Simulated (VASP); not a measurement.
Input of a VASP 6.6.1 run:

Contents of INCAR:

```
SYSTEM = Cu
PREC = Accurate
ENCUT = 520
EDIFF = 1E-6
ISMEAR = -1
SIGMA = 0.1
LREAL = .False.
LASPH = .True.
NELM = 120
ALGO = Normal
ISIF = 2
LWAVE = .False.
LCHARG = .True.
LDIPOL = .True.
IDIPOL = 3
DIPOL = 0.5 0.5 0.500
GGA = PE
LELF = .True.
LVHAR = .True.
LVACPOTAV = .True.
NBANDS = 24
GGA_COMPAT = .False.
NELMDL = -8
```

File KPOINTS:

```
regular mesh
0
Gamma
  9 9 1
  0 0 0
```

The input POSCAR:

```
Cu
1.0
    2.5561910140      0.0000000000      0.0000000000
    1.2780955070      2.2137263550      0.0000000000
    0.0000000000      0.0000000000     16.1742424462
Cu
3
Direct
    0.0000000000      0.0000000000      0.3709601868
    0.3333333333      0.3333333333      0.5000000000
    0.6666666667      0.6666666667      0.6290398132
```

Potentials or basis: VASP PAW PBE potentials, release 64 (Cu).

Run with:

```console
$ cat potpaw_PBE.64/Cu/POTCAR > POTCAR
$ mpirun -np 1 vasp_std > vasp.out
```

Q: What does it give for the largest force?

A: 0.008 eV/Å.

Forces in eV/Å, atoms in the order of the input:
```
Cu   0.000  0.000 -0.008
Cu   0.000  0.000  0.000
Cu   0.000  0.000  0.008
```
